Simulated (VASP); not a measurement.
# Sb (Im-3m) in VASP: notebook, part 2 of 2

VASP 6.6.1. Earlier steps stand in the parts before.

### Step 5. Single point, HSE06

The input, POSCAR:

```
Sb
1.0
   -1.8713408863      1.8713408863      1.8713408863
    1.8713408863     -1.8713408863      1.8713408863
    1.8713408863      1.8713408863     -1.8713408863
Sb
1
Direct
    0.0000000000      0.0000000000      0.0000000000
```

The input, INCAR.step1:

```
PREC = Accurate
ENCUT = 400
EDIFF = 1E-5
ISMEAR = -1
SIGMA = 0.05
LREAL = False
LASPH = True
NELM = 120
ALGO = Normal
ISIF = 2
LWAVE = True
GGA = PE
NBANDS = 14
GGA_COMPAT = False
```

The input, INCAR.step2:

```
PREC = Accurate
ENCUT = 400
EDIFF = 1E-6
ISMEAR = -1
SIGMA = 0.05
LREAL = False
LASPH = True
NELM = 120
ALGO = Normal
ISIF = 2
LWAVE = False
LCHARG = True
GGA = PE
LHFCALC = True
HFSCREEN = 0.2079
PRECFOCK = Normal
LELF = True
LVHAR = True
ISTART = 1
NBANDS = 14
GGA_COMPAT = False
```

The input, KPOINTS:

```
Automatic mesh
0
Gamma
  6 6 6
```

Potentials or basis: VASP PAW PBE potentials, release 64 (Sb_d_GW).

Launch:

```
> cat potpaw_PBE.64/Sb_d_GW/POTCAR > POTCAR
> cp INCAR.step1 INCAR
> mpirun -np 1 vasp_std > vasp.out
> cp INCAR.step2 INCAR
> mpirun -np 1 vasp_std > vasp.out
```

OUTCAR:

```text
PREC = Accurate
   ENCUT = 400
   EDIFF = 1E-6
   ISMEAR = -1
   LREAL = False
   LASPH = True
   NELM = 120
   ISIF = 2
   GGA = PE
   LHFCALC = True
   HFSCREEN = 0.2079
   PRECFOCK = Normal
   ISTART = 1

 ion  position               nearest neighbor table
   1  0.000  0.000  0.000-

  LATTYP: Found a body centered cubic cell.
 ALAT       =     3.7426817726

  Lattice vectors:

 A1 = (  -1.8713408863,   1.8713408863,   1.8713408863)
 A2 = (   1.8713408863,  -1.8713408863,   1.8713408863)
 A3 = (   1.8713408863,   1.8713408863,  -1.8713408863)

Analysis of symmetry for initial positions (statically):
=====================================================================
 Subroutine PRICEL returns:
 Original cell was already a primitive cell.

 Routine SETGRP: Setting up the symmetry group for a
 body centered cubic supercell.

 Subroutine GETGRP returns: Found 48 space group operations
 (whereof 48 operations were pure point group operations)
 out of a pool of 48 trial point group operations.

The static configuration has the point symmetry O_h .

Analysis of symmetry for dynamics (positions and initial velocities):
=====================================================================
 Subroutine PRICEL returns:
 Original cell was already a primitive cell.

 Routine SETGRP: Setting up the symmetry group for a
 body centered cubic supercell.

 Subroutine GETGRP returns: Found 48 space group operations
 (whereof 48 operations were pure point group operations)
 out of a pool of 48 trial point group operations.

The dynamic configuration has the point symmetry O_h .

 Subroutine INISYM returns: Found 48 space group operations
 (whereof 48 operations are pure point group operations),
 and found     1 'primitive' translations

----------------------------------------------------------------------------------------

                                     Primitive cell

  volume of cell :      26.2131

  direct lattice vectors                    reciprocal lattice vectors
    -1.871340886  1.871340886  1.871340886     0.000000000  0.267188092  0.267188092
     1.871340886 -1.871340886  1.871340886     0.267188092  0.000000000  0.267188092
     1.871340886  1.871340886 -1.871340886     0.267188092  0.267188092  0.000000000

  length of vectors
     3.241257493  3.241257493  3.241257493     0.377861023  0.377861023  0.377861023

  position of ions in fractional coordinates (direct lattice)
     0.000000000  0.000000000  0.000000000

  ion indices of the primitive-cell ions
   primitive index   ion index
                 1           1

----------------------------------------------------------------------------------------

 KPOINTS: Automatic mesh

Automatic generation of k-mesh.
 Grid dimensions read from file:
 generate k-points for:    6    6    6

 Generating k-lattice:

  Cartesian coordinates                     Fractional coordinates (reciprocal lattice)
     0.000000000  0.044531349  0.044531349     0.166666667  0.000000000  0.000000000
     0.044531349  0.000000000  0.044531349     0.000000000  0.166666667  0.000000000
     0.044531349  0.044531349  0.000000000     0.000000000  0.000000000  0.166666667

[... 34 lines left out ...]
   ions per type =               1
   NGX,Y,Z   is equivalent  to a cutoff of  12.31, 12.31, 12.31 a.u.
   NGXF,Y,Z  is equivalent  to a cutoff of  24.62, 24.62, 24.62 a.u.
 SYSTEM =  unknown system
   PREC   = accura    normal or accurate (medium, high low for compatibility)
   ISTART =      1    job   : 0-new  1-cont  2-samecut
   ICHARG =      0    charge: 1-file 2-atom 10-const
   ISPIN  =      1    spin polarized calculation?
   LNONCOLLINEAR =      F non collinear calculations
   LSORBIT =      F    spin-orbit coupling
   LASPH  =      T    aspherical Exc in radial PAW
   ENCUT  =  400.0 eV  29.40 Ry    5.42 a.u.   5.29  5.29  5.29*2*pi/ulx,y,z
   NELM   =    120;   NELMIN=  2; NELMDL=  0     # of ELM steps
   EDIFF  = 0.1E-05   stopping-criterion for ELM
   LREAL  =      F    real-space projection
   EDIFFG = 0.1E-04   stopping-criterion for IOM
   NSW    =      0    number of steps for IOM
   IBRION =     -1    ionic relax: 0-MD 1-quasi-New 2-CG
   NFREE  =      0    steps in history (QN), initial steepest desc. (CG)
   ISIF   =      2    stress and relaxation
   ISYM   =      3    0-nonsym 1-usesym 2-fastsym
   POTIM  = 0.5000    time-step for ionic-motion
   TEBEG  =    0.0;   TEEND  =   0.0 temperature during run
   PSTRESS=    0.0 pullay stress
   NELECT =      15.0000    total number of electrons
   NUPDOWN=      -1.0000    fix difference up-down
   EMIN   =  10.00;   EMAX   =-10.00  energy-range for DOS
   EFERMI =   0.00;   METHOD = LEGACY
   ISMEAR =    -1;   SIGMA  =   0.05  broadening in eV -4-tet -1-fermi 0-gaus
   EFERMI_NEDOS =   21; number of points for ismear=-14 and -15
   IALGO  =     38    algorithm
   IMIX   =      1    mixing-type and parameters
     AMIX     =   0.40;   BMIX     =  1.00
     AMIX_MAG =   1.60;   BMIX_MAG =  1.00
  volume/ion in A,a.u.               =      26.21       176.89
  Fermi-wavevector in a.u.,A,eV,Ry     =   1.359145  2.568411 25.133691  1.847274
  Thomas-Fermi vector in A             =   2.485918
   LORBIT       =      0    0 simple, 1 ext, 2 COOP (PROOUT), +10 PAW based schemes
   GGA     = PE    functional components
   LHFCALC =     T    Hartree Fock is set to
   PRECFOCK=normal    Normal, Fast or Accurate (Low or Medium for compatibility)
   ENCUT4O =  -1.0   cutoff for four orbital integrals eV
   NKREDX  =     1    reduce k-point grid by
   NKREDY  =     1    reduce k-point grid by
   NKREDZ  =     1    reduce k-point grid by
   AEXX    =    0.2500 exact exchange contribution
   HFSCREEN=    0.2079 screening length (either q_TF or 0.3 A-1)
   HFSCREENC=   0.2079 screening length for correlation (either q_TF or 0.3 A-1)
   ENCUTFOCK=  -1.0 apply spherical cutoff to Coloumb kernel
   IVDW    =     0    specifies the selected vdW correction
   LEPSILON=     F    determine dielectric tensor
   LRPA    =     F    only Hartree local field effects (RPA)
 non-spin polarized calculation
  energy-cutoff  :      400.00
  volume of cell :       26.21
 maximum number of plane-waves:       490
 NGX is ok and might be reduce to    24
  NGX = 16; NGY = 16; NGZ = 16

 number of electron      14.9999987 magnetization

 Free energy of the ion-electron system (eV)
  ---------------------------------------------------
  ext. energy  EPLUGINS =         0.00000000
  ---------------------------------------------------
  free energy    TOTEN  =        -4.54872546 eV

  energy without entropy =       -4.53676293  energy(sigma->0) =       -4.54274419

 E-fermi :   6.0295     XC(G=0):  -8.8995

 val. band max:        5.9317446553   @ k =   0.3333   0.1667   0.0000
 cond. band min:       6.0834129208   @ k =   0.5000   0.5000   0.3333
 fundamental gap:      0.1516682655
 Fermi energy:         6.0294857128

 k-point     1 :       0.0000    0.0000    0.0000
  band No.  band energies     occupation
      1     -25.3143      2.00000
      2     -25.3143      2.00000
      3     -25.3143      2.00000
      4     -25.2277      2.00000
      5     -25.2277      2.00000
      6      -8.0908      2.00000
      7      12.9240      0.00000
      8      12.9240      0.00000
      9      12.9240      0.00000
     10      18.7102      0.00000
     11      18.7102      0.00000
     12      18.7102      0.00000
     13      19.0593      0.00000
     14      19.0593      0.00000
[... 241 lines left out ...]
      1     -25.3167      2.00000
      2     -25.3167      2.00000
      3     -25.1919      2.00000
      4     -25.1919      2.00000
      5     -25.1919      2.00000
      6       0.6385      2.00000
      7       4.1395      2.00000
      8       4.1395      2.00000
      9       4.1395      2.00000
     10       9.7278      0.00000
     11       9.7278      0.00000
     12      24.9388      0.00000
     13      27.2908      0.00000
     14      27.2908      0.00000

------------------------ aborting loop because EDIFF is reached ----------------------------------------

  FORCE on cell =-STRESS in cart. coord.  units (eV):
  Direction    XX          YY          ZZ          XY          YZ          ZX
  --------------------------------------------------------------------------------------
  -------------------------------------------------------------------------------------
  Total        0.1655430      0.1655430      0.1655430     -0.0000000      0.0000000      0.0000000
  in kB       10.1181891     10.1181891     10.1181891     -0.0000000      0.0000000      0.0000000
  external PRESSURE =      10.1181891 kB  Pullay stress =       0.0000000 kB

 VOLUME and BASIS-vectors are now :
 -----------------------------------------------------------------------------
  energy-cutoff  :      400.00
  volume of cell :       26.21
      direct lattice vectors                 reciprocal lattice vectors
    -1.871340886  1.871340886  1.871340886     0.000000000  0.267188092  0.267188092
     1.871340886 -1.871340886  1.871340886     0.267188092  0.000000000  0.267188092
     1.871340886  1.871340886 -1.871340886     0.267188092  0.267188092  0.000000000

 POSITION                                       TOTAL-FORCE (eV/Angst)
 -----------------------------------------------------------------------------------
      0.00000      0.00000      0.00000        -0.000000      0.000000     -0.000000
 -----------------------------------------------------------------------------------
    total drift:                                0.000002      0.000001      0.000002

  FREE ENERGIE OF THE ION-ELECTRON SYSTEM (eV)
  ---------------------------------------------------
  free  energy   TOTEN  =        -4.5487254554 eV

  energy  without entropy=       -4.5367629262  energy(sigma->0) =       -4.54274419
```

It took 6.3 min on 1 thread of Intel Xeon Platinum 8559C (Emerald Rapids), shared host; peak memory 0.25 GiB.

Results:

```
Free energy : -4.5487 eV
Pressure    : 1.0 GPa
```

Caveat: the k points lie up to 0.40 Å⁻¹ apart; the PAW data sets were made with another functional, which shifts forces and pressure a little; spin-orbit coupling is left out, which moves the levels of the heavy elements.

### Step 6. Single point, r2SCAN (volume scaled by 1.02)

The input, POSCAR:

```
Sb
1.0
   -1.8837342335      1.8837342335      1.8837342335
    1.8837342335     -1.8837342335      1.8837342335
    1.8837342335      1.8837342335     -1.8837342335
Sb
1
Direct
    0.0000000000      0.0000000000      0.0000000000
```

The input, INCAR.step1:

```
SYSTEM = Sb
PREC     = Accurate       ! precision mode
ENCUT    = 550            ! plane-wave cutoff, eV
ISMEAR   = -1             ! smearing method
SIGMA    = 0.05           ! smearing width, eV
LREAL    = .False.        ! projectors in reciprocal space
LASPH    = .True.         ! aspherical terms in the spheres
NELM     = 120            ! most SCF steps
NBANDS   = 8              ! bands
GGA      = PE             ! functional
ALGO     = Normal         ! electronic algorithm
EDIFF    = 1E-5           ! SCF threshold, eV
LWAVE    = .True.         ! write WAVECAR
LCHARG   = .False.        ! write CHGCAR
GGA_COMPAT= .False.
```

The input, INCAR.step2:

```
SYSTEM = Sb
PREC     = Accurate       ! precision mode
ENCUT    = 550            ! plane-wave cutoff, eV
EDIFF    = 1E-6           ! SCF threshold, eV
ISMEAR   = -1             ! smearing method
SIGMA    = 0.05           ! smearing width, eV
LREAL    = .False.        ! projectors in reciprocal space
LASPH    = .True.         ! aspherical terms in the spheres
NELM     = 120            ! most SCF steps
ALGO     = Normal         ! electronic algorithm
ISIF     = 2              ! what is computed and relaxed
LWAVE    = .False.        ! write WAVECAR
LCHARG   = .False.        ! write CHGCAR
METAGGA  = R2SCAN         ! meta-GGA
LMIXTAU  = .True.       
NBANDS   = 8              ! bands
ISTART   = 1            
GGA_COMPAT= .False.
```

The input, KPOINTS:

```
regular mesh
0
Gamma
  10 10 10
  0 0 0
```

Potentials or basis: VASP PAW PBE potentials, release 64 (Sb).

Launch:

```
> cat potpaw_PBE.64/Sb/POTCAR > POTCAR
> cp INCAR.step1 INCAR
> mpirun -np 1 vasp_std > vasp.out
> cp INCAR.step2 INCAR
> mpirun -np 1 vasp_std > vasp.out
```

Run time: 34 s. Hardware: 1 thread of Intel Xeon 6975P-C, shared host; peak memory 0.17 GiB.

It converged, with:

* Free energy: -25.3363 eV
* Pressure: 1.0 GPa

Levels at points of the mesh, in eV from the Fermi level:
| k point | band 1 | band 2 | band 3 | band 4 | band 5 | band 6 | band 7 |
| --- | --- | --- | --- | --- | --- | --- | --- |
| (0.00, 0.00, 0.00) | -13.49 | 5.86 | 5.86 | 5.86 | 11.01 | 11.01 | 11.01 |
| (0.50, 0.00, 0.00) | -9.15 | -5.91 | 1.73 | 4.08 | 7.06 | 7.29 | 14.82 |
| (0.50, 0.50, 0.50) | -5.56 | -2.20 | -2.20 | -2.20 | 3.38 | 3.38 | 18.43 |

Caveat: the cell differs from its parent crystal (volume scaled by 1.02); the PAW data sets were made with another functional, which shifts forces and pressure a little; spin-orbit coupling is left out, which moves the levels of the heavy elements.

### Step 7. The runs side by side

```tsv
task	level	potentials or basis	cell	k mesh	cutoff (eV)	grid for exact exchange (PRECFOCK)	screening parameter	second run	gap on the mesh (eV)	pressure (GPa)	relaxed volume (Å³/atom)
relaxation of cell and atoms	B3LYP	VASP PAW PBE potentials, release 64 (Sb)	relaxed from a = 3.241 Å, angles 109.5°, 1 atom	5 × 5 × 5	600	Normal	-	-	none	0.0	28.03
relaxation of cell and atoms	HSE06	VASP PAW PBE potentials, release 64 (Sb)	relaxed from a = 3.241 Å, angles 109.5°, 1 atom	5 × 5 × 5	600	Normal	0.2079 1/Å	-	none	0.0	25.47
single point	HSE06	VASP PAW PBE potentials, release 64 (Sb_d_GW)	a = 3.263 Å, angles 109.5°, 1 atom	6 × 6 × 6	400	Normal	0.2079 1/Å	valence_matched	none	-0.2	-
single point	HSE06	VASP PAW PBE potentials, release 64 (Sb_d_GW)	a = 3.241 Å, angles 109.5°, 1 atom	6 × 6 × 6	400	Normal	0.2079 1/Å	valence_matched	none	1.0	-
single point	r2SCAN	VASP PAW PBE potentials, release 64 (Sb)	a = 3.263 Å, angles 109.5°, 1 atom	10 × 10 × 10	550	-	-	-	none	1.0	-
```

Alike in all rows: no spin polarisation; smearing fermi-dirac 0.05 eV.

Caveats: some runs use coarse meshes; the PAW data sets were made with another functional, which shifts forces and pressure a little; spin-orbit coupling is left out, which moves the levels of the heavy elements.

Total energies depend on the potentials used, so only differences within one code and one set of settings carry meaning.
